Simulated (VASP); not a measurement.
Input of a VASP 6.6.1 run:

INCAR

```
ALGO = Normal
EDIFF = 1E-7
ENCUT = 520
GGA = PE
ISIF = 2
ISMEAR = 0
LASPH = True
LCHARG = True
LELF = True
LREAL = False
LVHAR = True
LWAVE = False
NBANDS = 18
NELM = 60
PREC = Accurate
SIGMA = 0.1
```

The input KPOINTS:

```
k-points
0
Gamma
  3 3 4
```

POSCAR

```
Cs2H3
1.0
    7.4376065121     -0.0000000036      0.0000000000
   -3.7188032529      6.4411561846      0.0000000000
    0.0000000000      0.0000000000      4.0801604115
Cs H
2 3
Direct
    0.3333333333      0.6666666667      0.5000000000
    0.6666666667      0.3333333333      0.5000000000
    0.5028198534      0.0000000000      0.0000000000
    0.0000000000      0.5028198534      0.0000000000
    0.4971801466      0.4971801466      0.0000000000
```

Potentials or basis: VASP PAW PBE potentials, release 64 (Cs_sv, H).

Command:

```sh
$ cat potpaw_PBE.64/Cs_sv/POTCAR potpaw_PBE.64/H/POTCAR > POTCAR
$ mpirun -np 1 vasp_std > vasp.out
```

(1) What does it give for the band gap on the k mesh?

(2) Predict the pressure.

Answers

(1) zero (an odd number of electrons rules out a gap without spin polarisation).

(2) 0.2 GPa.

Caveat: the k points lie up to 0.38 Å⁻¹ apart, too coarse for converged energies and pressures of a metal; spin-orbit coupling is left out, which moves the levels of the heavy elements; an odd number of electrons without spin polarisation forces a metal; a magnetic or distorted state may lie lower.
